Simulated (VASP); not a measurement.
BeS (lda), 2 atoms in the cell. Symmetry: F-43m, No. 216, cubic system. The conventional cell has a = 4.796 Å, b = 4.796 Å, c = 4.796 Å, α = 90.00°, β = 90.00°, γ = 90.00°. Be (site symmetry -43m) has 4 S at 2.08 Å within 2.7 Å. S (site symmetry -43m) has 4 Be at 2.08 Å within 2.7 Å. 

- Program: VASP 6.6.1
- Task: single point
- Functional: LDA
- Potentials or basis: VASP PAW LDA potentials, release 64 (Be, S)
- Cutoff: 600 eV
- k mesh: 8 × 8 × 8
- Occupations: gaussian, width 0.02 eV
- Spin: no spin polarisation
- Dipole correction: no
- Further INCAR settings: ALGO = Normal; EDIFF = 1e-06; NBANDS = 11

Potentials or basis: VASP PAW LDA potentials, release 64 (Be, S).

The run is started by

```sh
$ cat potpaw_LDA.64/Be/POTCAR potpaw_LDA.64/S/POTCAR > POTCAR
$ mpirun -np 1 vasp_std > vasp.out
```

Hardware: 1 thread of Intel Xeon 6975P-C, with other jobs on the host.

Question: Estimate the wall time of this run.

Answer: It took 6.9 s on 1 thread of Intel Xeon 6975P-C, with other jobs on the host, peak memory 0.14 GiB. Counts: scf iterations 12, k points 29.
